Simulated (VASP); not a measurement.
Runs of VASP 6.6.1 on SiC (lda). The structure is that of space group F-43m (No. 216), or close to it. The cells are those of the table. 

```csv
task,cell,cutoff (eV),smearing,gap on the mesh (eV),pressure (GPa)
single point,"a = 3.082, b = 3.082, c = 3.052 Å, angles 60.3, 60.3, 60.2°, 2 atoms",600,gaussian 0.02 eV,1.20,-3.5
single point,"a = 3.082, b = 3.082, c = 3.052 Å, angles 60.3, 60.3, 60.2°, 2 atoms",600,gaussian 0.01 eV,1.20,-3.5
relaxation of the atoms,"atoms relaxed from a = 3.080, b = 3.080, c = 3.043 Å, angles 60.4, 60.4, 60.3°, 2 atoms",520,gaussian 0.02 eV,1.17,-2.7
single point,"a = 3.088, b = 3.088, c = 3.075 Å, angles 60.1°, 2 atoms",600,gaussian 0.02 eV,1.27,(a)
```

Alike in all rows: level LDA; potentials or basis VASP PAW LDA potentials, release 64 (Si, C); no spin polarisation; k mesh 10 × 10 × 10.

**Question.** Fill in the values left out.

**Answer.** (a) -5.1.

A k mesh can miss the band edges.
